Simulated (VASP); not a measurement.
# Zn2B3 (P-3m1) in VASP: further runs

The runs below take Zn2B3 through single point, relaxation of cell and atoms, with PBE.

Program: VASP 6.6.1. These are calculated values, not measurements. Logs are shortened: lines on timing, memory, paths and dates and some standing lists are left out, and cuts for length are marked.

## Step 1: The cell of the first run

The structure is trigonal, space group P-3m1 (No. 164). The conventional cell has a = 3.256 Å, b = 3.256 Å, c = 5.066 Å, α = 90.00°, β = 90.00°, γ = 120.00°. Zn (site symmetry 3m) has 7 B at 1.96 to 2.25 Å within 2.6 Å. Within 3.0 Å of B (site symmetry -3m) lie 6 Zn at 2.25 Å and 6 B at 2.60 Å. B (site symmetry 3m) has 4 Zn at 1.96 to 2.03 Å and 6 B at 2.39 to 2.60 Å within 2.7 Å.

## Step 2: Single point, PBE

INCAR

```
  ALGO = Normal
  EDIFF = 1E-7
  ENCUT = 520
  GGA = PE
  ISIF = 2
  ISMEAR = 0
  LASPH = True
  LCHARG = True
  LELF = True
  LREAL = False
  LVHAR = True
  LWAVE = False
  NBANDS = 24
  NELM = 100
  PREC = Accurate
  SIGMA = 0.1
```

KPOINTS

```
k-points
0
Gamma
  6 6 4
```

POSCAR

```
Zn2B3
1.0
    3.2561088470      0.0000000000      0.0000000000
   -1.6280544235      2.8198729790      0.0000000000
    0.0000000000      0.0000000000      5.0659764548
Zn B
2 3
Direct
    0.3333333333      0.6666666667      0.2450000000
    0.6666666667      0.3333333333      0.7550000000
    0.0000000000      0.0000000000      0.0000000000
    0.3333333333      0.6666666667      0.6450000000
    0.6666666667      0.3333333333      0.3550000000
```

Potentials or basis: VASP PAW PBE potentials, release 64 (Zn, B).

Command:

```console
cat potpaw_PBE.64/Zn/POTCAR potpaw_PBE.64/B/POTCAR > POTCAR
mpirun -np 1 vasp_std > vasp.out
```

OUTCAR:

```text
EDIFF = 1E-7
   ENCUT = 520
   GGA = PE
   ISIF = 2
   ISMEAR = 0
   LASPH = True
   LREAL = False
   NELM = 100
   PREC = Accurate

 ion  position               nearest neighbor table
   1  0.333  0.667  0.245-   5 1.96   5 1.96   5 1.96   4 2.03   3 2.25   3 2.25   3 2.25
   2  0.667  0.333  0.755-   4 1.96   4 1.96   4 1.96   5 2.03   3 2.25   3 2.25   3 2.25
   3  0.000  0.000  0.000-   1 2.25   2 2.25   2 2.25   1 2.25   2 2.25   1 2.25
   4  0.333  0.667  0.645-   2 1.96   2 1.96   2 1.96   1 2.03
   5  0.667  0.333  0.355-   1 1.96   1 1.96   1 1.96   2 2.03

  LATTYP: Found a hexagonal cell.
 ALAT       =     3.2561088470
 C/A-ratio  =     1.5558375634

  Lattice vectors:

 A1 = (   3.2561088470,   0.0000000000,   0.0000000000)
 A2 = (  -1.6280544235,   2.8198729790,   0.0000000000)
 A3 = (   0.0000000000,   0.0000000000,   5.0659764548)

Analysis of symmetry for initial positions (statically):
=====================================================================
 Subroutine PRICEL returns:
 Original cell was already a primitive cell.

 Routine SETGRP: Setting up the symmetry group for a
 hexagonal supercell.

 Subroutine GETGRP returns: Found 12 space group operations
 (whereof 12 operations were pure point group operations)
 out of a pool of 24 trial point group operations.

The static configuration has the point symmetry D_3d.

Analysis of symmetry for dynamics (positions and initial velocities):
=====================================================================
 Subroutine PRICEL returns:
 Original cell was already a primitive cell.

 Routine SETGRP: Setting up the symmetry group for a
 hexagonal supercell.

 Subroutine GETGRP returns: Found 12 space group operations
 (whereof 12 operations were pure point group operations)
 out of a pool of 24 trial point group operations.

The dynamic configuration has the point symmetry D_3d.

 Subroutine INISYM returns: Found 12 space group operations
 (whereof 12 operations are pure point group operations),
 and found     1 'primitive' translations

----------------------------------------------------------------------------------------

                                     Primitive cell

  volume of cell :      46.5149

  direct lattice vectors                    reciprocal lattice vectors
     3.256108847  0.000000000  0.000000000     0.307115040  0.177312951  0.000000000
    -1.628054424  2.819872979  0.000000000     0.000000000  0.354625902  0.000000000
     0.000000000  0.000000000  5.065976455     0.000000000  0.000000000  0.197395311

  length of vectors
     3.256108847  3.256108847  5.065976455     0.354625902  0.354625902  0.197395311

  position of ions in fractional coordinates (direct lattice)
     0.333333333  0.666666667  0.245000000
     0.666666667  0.333333333  0.755000000
     0.000000000  0.000000000  0.000000000
     0.333333333  0.666666667  0.645000000
     0.666666667  0.333333333  0.355000000

  ion indices of the primitive-cell ions
   primitive index   ion index
                 1           1
                 2           2
                 3           3
                 4           4
                 5           5

----------------------------------------------------------------------------------------

 KPOINTS: k-points

Automatic generation of k-mesh.
 Grid dimensions read from file:
 generate k-points for:    6    6    4

 Generating k-lattice:

  Cartesian coordinates                     Fractional coordinates (reciprocal lattice)
     0.051185840  0.029552159  0.000000000     0.166666667  0.000000000  0.000000000
     0.000000000  0.059104317  0.000000000     0.000000000  0.166666667  0.000000000
     0.000000000  0.000000000  0.049348828     0.000000000  0.000000000  0.250000000

  Length of vectors
     0.059104317  0.059104317  0.049348828

  Shift w.r.t. Gamma in fractional coordinates (k-lattice)
     0.000000000  0.000000000  0.000000000

 Subroutine IBZKPT returns following result:
 ===========================================

 Found     24 irreducible k-points:

 Following reciprocal coordinates:
            Coordinates               Weight
  0.000000  0.000000  0.000000      1.000000
  0.166667  0.000000  0.000000      6.000000
  0.333333  0.000000  0.000000      6.000000
  0.500000  0.000000  0.000000      3.000000
  0.166667  0.166667  0.000000      6.000000
  0.333333  0.166667  0.000000     12.000000
[... 16 lines left out ...]
  0.333333  0.166667  0.500000     12.000000
  0.333333  0.333333  0.500000      2.000000
   k-points           NKPTS =     24   k-points in BZ     NKDIM =     24   number of bands    NBANDS=     24
   number of dos      NEDOS =    301   number of ions     NIONS =      5
   total plane-waves  NPLWV =  23040
   dimension x,y,z NGX =    24 NGY =   24 NGZ =   40
   dimension x,y,z NGXF=    48 NGYF=   48 NGZF=   80
   ions per type =               2   3
   NGX,Y,Z   is equivalent  to a cutoff of  12.25, 12.25, 13.13 a.u.
[... 68 lines left out ...]
      1      -8.4648      2.00000
      2      -4.8522      2.00000
      3      -3.8727      2.00000
      4      -3.4058      2.00000
      5      -3.4058      2.00000
      6      -3.3956      2.00000
[... 16 lines left out ...]
     23      14.2942      0.00000
     24      14.5717      0.00000

 k-point     2 :       0.1667    0.0000    0.0000
  band No.  band energies     occupation
      1      -8.0023      2.00000
      2      -4.5401      2.00000
      3      -3.9233      2.00000
      4      -3.4794      2.00000
      5      -3.3580      2.00000
      6      -3.3427      2.00000
[... 16 lines left out ...]
     23      12.2716      0.00000
     24      14.9967      0.00000

 k-point     3 :       0.3333    0.0000    0.0000
  band No.  band energies     occupation
      1      -6.6931      2.00000
      2      -4.1891      2.00000
      3      -3.8928      2.00000
      4      -3.5810      2.00000
      5      -3.3410      2.00000
      6      -3.1495      2.00000
[... 16 lines left out ...]
     23      11.6761      0.00000
     24      16.5070      0.00000

 k-point     4 :       0.5000    0.0000    0.0000
  band No.  band energies     occupation
      1      -5.3628      2.00000
      2      -4.2375      2.00000
      3      -4.1276      2.00000
      4      -3.5069      2.00000
      5      -3.3636      2.00000
      6      -3.2130      2.00000
[... 16 lines left out ...]
     23      12.1409      0.00000
     24      17.4159      0.00000

 k-point     5 :       0.1667    0.1667    0.0000
  band No.  band energies     occupation
      1      -7.1096      2.00000
      2      -4.1636      2.00000
      3      -3.9862      2.00000
      4      -3.4696      2.00000
      5      -3.3913      2.00000
      6      -3.2222      2.00000
[... 16 lines left out ...]
     23      12.5888      0.00000
     24      13.0701      0.00000

 k-point     6 :       0.3333    0.1667    0.0000
  band No.  band energies     occupation
      1      -5.5788      2.00000
      2      -4.1878      2.00000
      3      -3.9846      2.00000
      4      -3.4861      2.00000
      5      -3.2487      2.00000
      6      -3.1457      2.00000
[... 16 lines left out ...]
     23      11.9878      0.00000
     24      15.9256      0.00000
[... 379 lines left out ...]
 k-point    21 :       0.5000    0.0000    0.5000
  band No.  band energies     occupation
      1      -5.0266      2.00000
      2      -4.1373      2.00000
      3      -4.0973      2.00000
      4      -3.5331      2.00000
      5      -3.3350      2.00000
      6      -3.2044      2.00000
[... 16 lines left out ...]
     23      11.4203      0.00000
     24      13.0810      0.00000

 k-point    22 :       0.1667    0.1667    0.5000
  band No.  band energies     occupation
      1      -6.1692      2.00000
      2      -5.6600      2.00000
      3      -3.9314      2.00000
      4      -3.5091      2.00000
      5      -3.4166      2.00000
      6      -3.3000      2.00000
[... 16 lines left out ...]
     23      12.7935      0.00000
     24      14.4518      0.00000

 k-point    23 :       0.3333    0.1667    0.5000
  band No.  band energies     occupation
      1      -5.0224      2.00000
      2      -4.3233      2.00000
      3      -4.0914      2.00000
      4      -3.5200      2.00000
      5      -3.3634      2.00000
      6      -3.2668      2.00000
[... 16 lines left out ...]
     23      12.8029      0.00000
     24      14.3511      0.00000

 k-point    24 :       0.3333    0.3333    0.5000
  band No.  band energies     occupation
      1      -4.3098      2.00000
      2      -4.3098      2.00000
      3      -3.8479      2.00000
      4      -3.4549      2.00000
      5      -3.4549      2.00000
      6      -3.4046      2.00000
[... 16 lines left out ...]
     23      15.6970      0.00000
     24      15.6970      0.00000

------------------------ aborting loop because EDIFF is reached ----------------------------------------

  FORCE on cell =-STRESS in cart. coord.  units (eV):
  Direction    XX          YY          ZZ          XY          YZ          ZX
  --------------------------------------------------------------------------------------
  -------------------------------------------------------------------------------------
  Total       12.0578493     12.0578493      5.3566533      0.0000000     -0.0000000      0.0000000
  in kB      415.3257023    415.3257023    184.5068483      0.0000000     -0.0000000      0.0000000
  external PRESSURE =     338.3860843 kB  Pullay stress =       0.0000000 kB

 VOLUME and BASIS-vectors are now :
 -----------------------------------------------------------------------------
  energy-cutoff  :      520.00
  volume of cell :       46.51
      direct lattice vectors                 reciprocal lattice vectors
     3.256108847  0.000000000  0.000000000     0.307115040  0.177312951  0.000000000
    -1.628054424  2.819872979  0.000000000     0.000000000  0.354625902  0.000000000
     0.000000000  0.000000000  5.065976455     0.000000000  0.000000000  0.197395311

 POSITION                                       TOTAL-FORCE (eV/Angst)
 -----------------------------------------------------------------------------------
     -0.00000      1.87992      1.24116         0.000000     -0.000000     -2.480087
      1.62805      0.93996      3.82481         0.000000      0.000000      2.480087
      0.00000      0.00000      0.00000        -0.000000     -0.000000      0.000000
     -0.00000      1.87992      3.26755        -0.000000      0.000000     -0.920287
      1.62805      0.93996      1.79842        -0.000000     -0.000000      0.920287
 -----------------------------------------------------------------------------------
    total drift:                               -0.000000      0.000000     -0.000000

  FREE ENERGIE OF THE ION-ELECTRON SYSTEM (eV)
  ---------------------------------------------------
  free  energy   TOTEN  =       -14.3252410287 eV

  energy  without entropy=      -14.3121983499  energy(sigma->0) =      -14.31871969
```

It took 15 s on 1 thread of Intel Xeon 6975P-C (Granite Rapids), shared host; peak memory 0.16 GiB.

What came out:

| Item | Value |
| --- | --- |
| Free energy | -14.3252 eV |
| Pressure | 33.8 GPa |
| Largest force | 2.480 eV/Å |
| Band gap on the k mesh | zero (an odd number of electrons rules out a gap without spin polarisation) |

Forces on the atoms (eV/Å):
```
Zn   0.000  0.000 -2.480
Zn   0.000  0.000  2.480
B    0.000  0.000  0.000
B    0.000  0.000 -0.920
B    0.000  0.000  0.920
```

Levels at points of the mesh, in eV from the Fermi level:
```
           k point  band 12  band 13  band 14  band 15  band 16  band 17  band 18  band 19  band 20  band 21
(0.00, 0.00, 0.00)    -8.05    -6.69     0.68     0.68     1.96     1.96     3.44     3.54     3.91     3.91
(0.50, 0.00, 0.00)    -7.63    -5.11    -4.12    -3.97    -3.18    -2.50     1.82     3.06     3.87     4.06
(0.00, 0.00, 0.50)    -8.19    -2.37    -1.17     0.88     0.88     2.18     2.18     3.39     3.39     4.63
(0.50, 0.00, 0.50)    -7.62    -6.85    -6.51    -1.63    -1.37     0.06     0.20     1.96     3.09     5.38
```

Caveat: the k points lie up to 0.37 Å⁻¹ apart, too coarse for converged energies and pressures of a metal; forces of over 1 eV/Å act on the atoms, so gaps and moduli don't describe the material at rest.

## Step 3: Single point, PBE

This run uses another cell than the first one, of 10.64 Å³/atom.

INCAR

```
SYSTEM = Zn2B3
PREC = Accurate
ENCUT = 520
EDIFF = 1E-7
ISMEAR = 0
SIGMA = 0.1
LREAL = .FALSE.
LASPH = .TRUE.
NELM = 80
ALGO = Normal
ISIF = 2
LWAVE = .FALSE.
LCHARG = .FALSE.
GGA = PE
NBANDS = 24
```

KPOINTS

```
Automatic mesh
0
G
  6 6 4
  0 0 0
```

POSCAR

```
Zn2B3
1.0
    2.9380994538      0.0000000000      0.0000000000
   -1.4690497269      2.5444687658      0.0000000000
    0.0000000000      0.0000000000      7.1145192311
Zn B
2 3
Direct
    0.3333333333      0.6666666667      0.2168377517
    0.6666666667      0.3333333333      0.7831622483
    0.0000000000      0.0000000000      0.0000000000
    0.3333333333      0.6666666667      0.5137180192
    0.6666666667      0.3333333333      0.4862819808
```

Potentials or basis: VASP PAW PBE potentials, release 64 (Zn, B).

Command:

```console
cat potpaw_PBE.64/Zn/POTCAR potpaw_PBE.64/B/POTCAR > POTCAR
mpirun -np 1 vasp_std > vasp.out
```

Run time: 20 s. Hardware: 1 thread of Intel Xeon 6975P-C (Granite Rapids), shared host; peak memory 0.18 GiB.

Results (log left out):

```yaml
Free_energy: -19.1764 eV
Pressure: 0.4 GPa
Largest_force: 0.015 eV/Å
Band_gap_on_the_k_mesh: zero (an odd number of electrons rules out a gap without spin polarisation)
```

Forces in eV/Å, atoms in the order of the input:
```
Zn   0.000  0.000 -0.011
Zn   0.000  0.000  0.011
B    0.000  0.000  0.000
B    0.000  0.000  0.015
B    0.000  0.000 -0.015
```

Stress tensor (GPa, compression positive):
```
0.18 0.00 0.00
0.00 0.18 0.00
0.00 0.00 0.84
```

Levels at points of the mesh, in eV from the Fermi level:
| k point | band 13 | band 14 | band 15 | band 16 | band 17 | band 18 | band 19 | band 20 | band 21 | band 22 |
| --- | --- | --- | --- | --- | --- | --- | --- | --- | --- | --- |
| (0.00, 0.00, 0.00) | -6.98 | -2.45 | 1.37 | 1.58 | 1.58 | 4.51 | 4.51 | 8.91 | 8.91 | 9.15 |
| (0.50, 0.00, 0.00) | -4.51 | -4.43 | -2.63 | -2.28 | -1.08 | 2.43 | 3.10 | 4.11 | 5.66 | 6.01 |
| (0.00, 0.00, 0.50) | -5.97 | -4.97 | 1.57 | 1.57 | 4.53 | 4.53 | 4.64 | 6.01 | 8.87 | 8.87 |
| (0.50, 0.00, 0.50) | -5.02 | -4.55 | -1.93 | -1.01 | -0.55 | 0.83 | 1.98 | 2.26 | 7.24 | 8.47 |

Caveat: the k points lie up to 0.41 Å⁻¹ apart, too coarse for converged energies and pressures of a metal.

## Step 4: Relaxation of cell and atoms, PBE

INCAR

```
ALGO = Normal ; EDIFF = 1E-6
EDIFFG = -0.04 ; ENCUT = 600
GGA = PE ; IBRION = 2
ISIF = 3 ; ISMEAR = 0
LASPH = True ; LCHARG = False
LREAL = False ; LWAVE = False
NELM = 80 ; NSW = 90
PREC = Accurate ; SIGMA = 0.1
```

KPOINTS

```
k-points
0
Gamma
  6 6 4
```

POSCAR

```
Zn2B3
1.0
    3.2561088470      0.0000000000      0.0000000000
   -1.6280544235      2.8198729790      0.0000000000
    0.0000000000      0.0000000000      5.0659764548
Zn B
2 3
Direct
    0.3333333333      0.6666666667      0.2450000000
    0.6666666667      0.3333333333      0.7550000000
    0.0000000000      0.0000000000      0.0000000000
    0.3333333333      0.6666666667      0.6450000000
    0.6666666667      0.3333333333      0.3550000000
```

Command:

```console
cat potpaw_PBE.64/Zn/POTCAR potpaw_PBE.64/B/POTCAR > POTCAR
mpirun -np 1 vasp_std > vasp.out
```

Wall time 6.7 min (1 thread of Intel Xeon 6975P-C (Granite Rapids), shared host); peak memory 0.19 GiB.

It converged, with:

```yaml
Free_energy: -19.1629 eV
Relaxed_volume: 10.65 Å³/atom
Relaxed_cell: a = 2.939 Å, b = 2.939 Å, c = 7.118 Å, α = 90.00°, β = 90.00°, γ = 120.00°
Space_group_after_relaxing_to_0.1_Å: P-3m1 (No. 164)
Pressure_after_relaxing: 0.1 GPa
Largest_force_after_relaxing: 0.005 eV/Å
Band_gap_on_the_k_mesh: zero (an odd number of electrons rules out a gap without spin polarisation)
```

Forces on the atoms (eV/Å):
```
Zn   0.000  0.000 -0.002
Zn   0.000  0.000  0.002
B    0.000  0.000  0.000
B    0.000  0.000 -0.005
B    0.000  0.000  0.005
```

Stress tensor (GPa, compression positive):
```
0.07 0.00 0.00
0.00 0.07 0.00
0.00 0.00 0.16
```

Final structure:
```yaml
crystal:
  lattice:
    - [2.93875, 0.00000, 0.00000]
    - [-1.46937, 2.54503, 0.00000]
    - [0.00000, 0.00000, 7.11789]
  atoms:
    - { symbol: Zn, position: [0.33333, 0.66667, 0.21683] }
    - { symbol: Zn, position: [0.66667, 0.33333, 0.78317] }
    - { symbol: B, position: [0.00000, 0.00000, 0.00000] }
    - { symbol: B, position: [0.33333, 0.66667, 0.51382] }
    - { symbol: B, position: [0.66667, 0.33333, 0.48618] }
```

Levels at points of the mesh, in eV from the Fermi level:
| k point | band 14 | band 15 | band 16 | band 17 | band 18 | band 19 | band 20 |
| --- | --- | --- | --- | --- | --- | --- | --- |
| (0.00, 0.00, 0.00) | -2.45 | 1.36 | 1.58 | 1.58 | 4.51 | 4.51 | 8.90 |
| (0.50, 0.00, 0.00) | -4.42 | -2.63 | -2.28 | -1.08 | 2.43 | 3.10 | 4.11 |
| (0.00, 0.00, 0.50) | -4.97 | 1.58 | 1.58 | 4.53 | 4.53 | 4.63 | 6.01 |
| (0.50, 0.00, 0.50) | -4.55 | -1.93 | -1.01 | -0.55 | 0.83 | 1.97 | 2.26 |

Caveat: the k points lie up to 0.41 Å⁻¹ apart in the final cell, too coarse for converged energies and pressures of a metal; a cell axis changed by over 15 % at a fixed basis, so the end point is rough.

## Step 5: The runs side by side

| task | cell | cutoff (eV) | gap on the mesh (eV) | pressure (GPa) | largest force (eV/Å) |
| --- | --- | --- | --- | --- | --- |
| single point | a = 3.256, b = 3.256, c = 5.066 Å, angles 90.0, 90.0, 120.0°, 5 atoms, atomic positions A | 520 | none | 33.8 | 2.48 |
| single point | a = 2.938, b = 2.938, c = 7.115 Å, angles 90.0, 90.0, 120.0°, 5 atoms, atomic positions B | 520 | none | 0.4 | 0.02 |
| relaxation of cell and atoms | relaxed from a = 3.256, b = 3.256, c = 5.066 Å, angles 90.0, 90.0, 120.0°, 5 atoms, atomic positions A | 600 | none | 0.1 | - |

Alike in all rows: level PBE; potentials or basis VASP PAW PBE potentials, release 64 (Zn, B); no spin polarisation; k mesh 6 × 6 × 4; smearing gaussian 0.1 eV.

Caveats: all runs use coarse meshes; forces of over 1 eV/Å act on the atoms, so gaps and moduli don't describe the material at rest (at least some runs); a cell axis changed by over 15 % at a fixed basis, so the end point is rough (at least some runs).

Absolute energies hang on the potentials; compare differences alone.
